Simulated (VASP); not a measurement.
# SiNi3 (P4/mmm) in VASP: further runs, part 2 of 2

VASP 6.6.1. Earlier steps stand in the parts before.

**4. Single point, PBEsol (strain +0.025 along x and y, +0.000 along z)**

The input, INCAR:

```
SYSTEM = SiNi3
PREC = Accurate
ENCUT = 520
EDIFF = 1E-6
ISMEAR = 0
SIGMA = 0.15
LREAL = .FALSE.
LASPH = .TRUE.
NELM = 80
ALGO = Fast
ISIF = 2
LWAVE = .FALSE.
LCHARG = .FALSE.
GGA = PS
NBANDS = 25
```

The input, KPOINTS:

```
Automatic mesh
0
G
  14 14 14
  0 0 0
```

The input, POSCAR:

```
SiNi3
1.0
    3.5477769040      0.0000000000      0.0000000000
    0.0000000000      3.5477769040      0.0000000000
    0.0000000000      0.0000000000      3.4612457600
Si Ni
1 3
Direct
    0.0000000000      0.0000000000      0.0000000000
    0.0000000000      0.5000000000      0.5000000000
    0.5000000000      0.0000000000      0.5000000000
    0.5000000000      0.5000000000      0.0000000000
```

Potentials or basis: VASP PAW PBE potentials, release 64 (Si, Ni).

On the command line:

```
> cat potpaw_PBE.64/Si/POTCAR potpaw_PBE.64/Ni/POTCAR > POTCAR
> mpirun -np 1 vasp_std > vasp.out
```

OUTCAR:

```text
SYSTEM = SiNi3
   PREC = Accurate
   ENCUT = 520
   EDIFF = 1E-6
   ISMEAR = 0
   LREAL = .FALSE.
   LASPH = .TRUE.
   NELM = 80
   ISIF = 2
   GGA = PS

 ion  position               nearest neighbor table
   1  0.000  0.000  0.000-   2 2.48   3 2.48   2 2.48   3 2.48   2 2.48   2 2.48   3 2.48   3 2.48
                             4 2.51   4 2.51   4 2.51   4 2.51
   2  0.000  0.500  0.500-   1 2.48   4 2.48   1 2.48   4 2.48   1 2.48   1 2.48   4 2.48   4 2.48
                             3 2.51   3 2.51   3 2.51   3 2.51
   3  0.500  0.000  0.500-   1 2.48   4 2.48   1 2.48   4 2.48   4 2.48   4 2.48   1 2.48   1 2.48
                             2 2.51   2 2.51   2 2.51   2 2.51
   4  0.500  0.500  0.000-   2 2.48   3 2.48   2 2.48   3 2.48   3 2.48   3 2.48   2 2.48   2 2.48
                             1 2.51   1 2.51   1 2.51   1 2.51

  LATTYP: Found a simple tetragonal cell.
 ALAT       =     3.5477769040
 C/A-ratio  =     0.9756097561

  Lattice vectors:

 A1 = (   3.5477769040,   0.0000000000,   0.0000000000)
 A2 = (   0.0000000000,   3.5477769040,   0.0000000000)
 A3 = (   0.0000000000,   0.0000000000,   3.4612457600)

Analysis of symmetry for initial positions (statically):
=====================================================================
 Subroutine PRICEL returns:
 Original cell was already a primitive cell.

 Routine SETGRP: Setting up the symmetry group for a
 simple tetragonal supercell.

 Subroutine GETGRP returns: Found 16 space group operations
 (whereof 16 operations were pure point group operations)
 out of a pool of 16 trial point group operations.

The static configuration has the point symmetry D_4h.

Analysis of symmetry for dynamics (positions and initial velocities):
=====================================================================
 Subroutine PRICEL returns:
 Original cell was already a primitive cell.

 Routine SETGRP: Setting up the symmetry group for a
 simple tetragonal supercell.

 Subroutine GETGRP returns: Found 16 space group operations
 (whereof 16 operations were pure point group operations)
 out of a pool of 16 trial point group operations.

The dynamic configuration has the point symmetry D_4h.

 Subroutine INISYM returns: Found 16 space group operations
 (whereof 16 operations are pure point group operations),
 and found     1 'primitive' translations

----------------------------------------------------------------------------------------

                                     Primitive cell

  volume of cell :      43.5657

  direct lattice vectors                    reciprocal lattice vectors
     3.547776904  0.000000000  0.000000000     0.281866653  0.000000000  0.000000000
     0.000000000  3.547776904  0.000000000     0.000000000  0.281866653  0.000000000
     0.000000000  0.000000000  3.461245760     0.000000000  0.000000000  0.288913319

  length of vectors
     3.547776904  3.547776904  3.461245760     0.281866653  0.281866653  0.288913319

  position of ions in fractional coordinates (direct lattice)
     0.000000000  0.000000000  0.000000000
     0.000000000  0.500000000  0.500000000
     0.500000000  0.000000000  0.500000000
     0.500000000  0.500000000  0.000000000

  ion indices of the primitive-cell ions
   primitive index   ion index
                 1           1
                 2           2
                 3           3
                 4           4

----------------------------------------------------------------------------------------

[... 31 lines left out ...]
  0.357143  0.000000  0.000000      4.000000
[... 16 lines left out ...]
  0.285714  0.214286  0.000000      8.000000
  0.357143  0.214286  0.000000      8.000000
 [... further k-points ...]
   k-points           NKPTS =    288   k-points in BZ     NKDIM =    288   number of bands    NBANDS=     25
   number of dos      NEDOS =    301   number of ions     NIONS =      4
   total plane-waves  NPLWV =  21952
   dimension x,y,z NGX =    28 NGY =   28 NGZ =   28
   dimension x,y,z NGXF=    56 NGYF=   56 NGZF=   56
   ions per type =               1   3
   NGX,Y,Z   is equivalent  to a cutoff of  13.12, 13.12, 13.45 a.u.
   NGXF,Y,Z  is equivalent  to a cutoff of  26.24, 26.24, 26.90 a.u.
 SYSTEM =  SiNi3
   PREC   = accura    normal or accurate (medium, high low for compatibility)
   ISTART =      0    job   : 0-new  1-cont  2-samecut
   ICHARG =      2    charge: 1-file 2-atom 10-const
   ISPIN  =      1    spin polarized calculation?
   LNONCOLLINEAR =      F non collinear calculations
   LSORBIT =      F    spin-orbit coupling
   LASPH  =      T    aspherical Exc in radial PAW
   ENCUT  =  520.0 eV  38.22 Ry    6.18 a.u.   6.60  6.60  6.44*2*pi/ulx,y,z
   NELM   =     80;   NELMIN=  2; NELMDL= -5     # of ELM steps
   EDIFF  = 0.1E-05   stopping-criterion for ELM
   LREAL  =      F    real-space projection
   EDIFFG = 0.1E-04   stopping-criterion for IOM
   NSW    =      0    number of steps for IOM
   IBRION =     -1    ionic relax: 0-MD 1-quasi-New 2-CG
   NFREE  =      0    steps in history (QN), initial steepest desc. (CG)
   ISIF   =      2    stress and relaxation
   ISYM   =      2    0-nonsym 1-usesym 2-fastsym
   POTIM  = 0.5000    time-step for ionic-motion
   TEBEG  =    0.0;   TEEND  =   0.0 temperature during run
   PSTRESS=    0.0 pullay stress
   NELECT =      34.0000    total number of electrons
   NUPDOWN=      -1.0000    fix difference up-down
   EMIN   =  10.00;   EMAX   =-10.00  energy-range for DOS
   EFERMI =   0.00;   METHOD = LEGACY
   ISMEAR =     0;   SIGMA  =   0.15  broadening in eV -4-tet -1-fermi 0-gaus
   EFERMI_NEDOS =   21; number of points for ismear=-14 and -15
   IALGO  =     68    algorithm
   IMIX   =      4    mixing-type and parameters
     AMIX     =   0.40;   BMIX     =  1.00
     AMIX_MAG =   1.60;   BMIX_MAG =  1.00
  volume/ion in A,a.u.               =      10.89        73.50
  Fermi-wavevector in a.u.,A,eV,Ry     =   1.507253  2.848295 30.909869  2.271811
  Thomas-Fermi vector in A             =   2.617863
   LORBIT       =      0    0 simple, 1 ext, 2 COOP (PROOUT), +10 PAW based schemes
   GGA     = PS    functional components
   LHFCALC =     F    Hartree Fock is set to
   AEXX    =    0.0000 exact exchange contribution
   IVDW    =     0    specifies the selected vdW correction
   LEPSILON=     F    determine dielectric tensor
   LRPA    =     F    only Hartree local field effects (RPA)
 non-spin polarized calculation
 RMM-DIIS sequential band-by-band and
 Gauss-broadening in eV      SIGMA  =   0.15
  energy-cutoff  :      520.00
  volume of cell :       43.57
 maximum number of plane-waves:      1205
 NGX is ok and might be reduce to    28
   NGX = 13   NGY = 13   NGZ = 13

 number of electron      33.9999999 magnetization

 Free energy of the ion-electron system (eV)
  ---------------------------------------------------
  ext. energy  EPLUGINS =         0.00000000
  ---------------------------------------------------
  free energy    TOTEN  =       -26.22434403 eV

  energy without entropy =      -26.20303645  energy(sigma->0) =      -26.21369024

 E-fermi :  10.3624     XC(G=0): -13.1807

 val. band max:       10.3567495456   @ k =   0.1429   0.0714   0.0000
 cond. band min:      10.3721577801   @ k =   0.4286   0.3571   0.4286
 fundamental gap:      0.0154082345
 Fermi energy:        10.3623810078

 k-point     1 :       0.0000    0.0000    0.0000
  band No.  band energies     occupation
      1      -1.4972      2.00000
      2       5.5310      2.00000
      3       6.3283      2.00000
      4       6.3573      2.00000
      5       6.8350      2.00000
      6       6.8654      2.00000
[... 661 lines left out ...]
     24      19.8140      0.00000
     25      20.7430      0.00000

 [... further k-points ...]

------------------------ aborting loop because EDIFF is reached ----------------------------------------

  FORCE on cell =-STRESS in cart. coord.  units (eV):
  Direction    XX          YY          ZZ          XY          YZ          ZX
  --------------------------------------------------------------------------------------
  -------------------------------------------------------------------------------------
  Total       -3.1185284     -3.1185284     -2.1559961      0.0000000      0.0000000      0.0000000
  in kB     -114.6872769   -114.6872769    -79.2891047      0.0000000      0.0000000      0.0000000
  external PRESSURE =    -102.8878862 kB  Pullay stress =       0.0000000 kB

 VOLUME and BASIS-vectors are now :
 -----------------------------------------------------------------------------
  energy-cutoff  :      520.00
  volume of cell :       43.57
      direct lattice vectors                 reciprocal lattice vectors
     3.547776904  0.000000000  0.000000000     0.281866653  0.000000000  0.000000000
     0.000000000  3.547776904  0.000000000     0.000000000  0.281866653  0.000000000
     0.000000000  0.000000000  3.461245760     0.000000000  0.000000000  0.288913319

 POSITION                                       TOTAL-FORCE (eV/Angst)
 -----------------------------------------------------------------------------------
      0.00000      0.00000      0.00000         0.000000      0.000000      0.000000
      0.00000      1.77389      1.73062         0.000000      0.000000      0.000000
      1.77389      0.00000      1.73062         0.000000      0.000000      0.000000
      1.77389      1.77389      0.00000         0.000000      0.000000      0.000000
 -----------------------------------------------------------------------------------
    total drift:                                0.000000      0.000000      0.000000

  FREE ENERGIE OF THE ION-ELECTRON SYSTEM (eV)
  ---------------------------------------------------
  free  energy   TOTEN  =       -26.2243440265 eV

  energy  without entropy=      -26.2030364479  energy(sigma->0) =      -26.21369024
```

stdout:

```text
POSCAR found type information on POSCAR SiNi
 POSCAR found :  2 types and       4 ions
 scaLAPACK will be used
 -----------------------------------------------------------------------------
|                                                                             |
|                                                                             |
|     You enforced a specific xc type in the INCAR file but a different       |
|     I HOPE YOU KNOW WHAT YOU ARE DOING!                                     |
|                                                                             |
 -----------------------------------------------------------------------------

 LDA part: xc-table for (Slater+PW92), standard interpolation
 POSCAR, INCAR and KPOINTS ok, starting setup
 FFT: planning ... GRIDC
 FFT: planning ... GRID_SOFT
 FFT: planning ... GRID
 WAVECAR not read
 entering main loop
```

Run time: 2.9 min. Hardware: 1 thread of Intel Xeon 6975P-C (Granite Rapids), shared host; peak memory 0.35 GiB.

Results:

- Free energy: -26.2243 eV
- Pressure: -10.3 GPa
- Band gap on the k mesh: zero (bands 17 and 18 overlap by 0.28 eV)

Levels at points of the mesh, in eV from the Fermi level:
```
           k point  band 13  band 14  band 15  band 16  band 17  band 18  band 19  band 20  band 21  band 22
(0.00, 0.00, 0.00)    -0.68    -0.57    -0.55    -0.30    -0.06     0.04     0.04     4.69     6.10     6.44
(0.50, 0.00, 0.00)    -1.30    -1.27    -1.14    -0.52     0.04     3.38     3.69     5.04     5.09     5.47
(0.50, 0.50, 0.00)    -1.47    -1.43    -1.16    -1.01    -1.00     0.57     0.57     5.66     6.45     7.82
(0.00, 0.00, 0.50)    -1.37    -1.19    -1.13    -0.61    -0.06     3.63     3.63     4.97     5.10     5.10
(0.50, 0.00, 0.50)    -1.38    -1.36    -1.09    -1.02    -0.94     0.65     0.66     5.48     6.17     7.42
(0.50, 0.50, 0.50)    -1.38    -1.31    -1.17    -0.43    -0.24    -0.24    -0.19     1.17     3.90     3.90
```

Caveat: the cell differs from its parent crystal (strain +0.025 along x and y, +0.000 along z); the cell stands under tension; the PAW data sets were made with another functional, which shifts forces and pressure a little. Spin polarisation is off, so any magnetic state and its effect on volume and gap are missing.

**5. The runs side by side**

```csv
cell,gap on the mesh (eV),pressure (GPa)
"a = 3.461, b = 3.461, c = 3.548 Å, 4 atoms",none,-5.6
"a = 3.461, b = 3.461, c = 3.634 Å, 4 atoms",none,-10.0
"a = 3.548, b = 3.548, c = 3.461 Å, 4 atoms",none,-10.3
```

Alike in all rows: task single point; level PBEsol; potentials or basis VASP PAW PBE potentials, release 64 (Si, Ni); no spin polarisation; k mesh 14 × 14 × 14; cutoff (eV) 520; smearing gaussian 0.15 eV.

Caveats: the cell stands under tension; the PAW data sets were made with another functional, which shifts forces and pressure a little.

Total energies depend on the potentials used, so only differences within one code and one set of settings carry meaning.
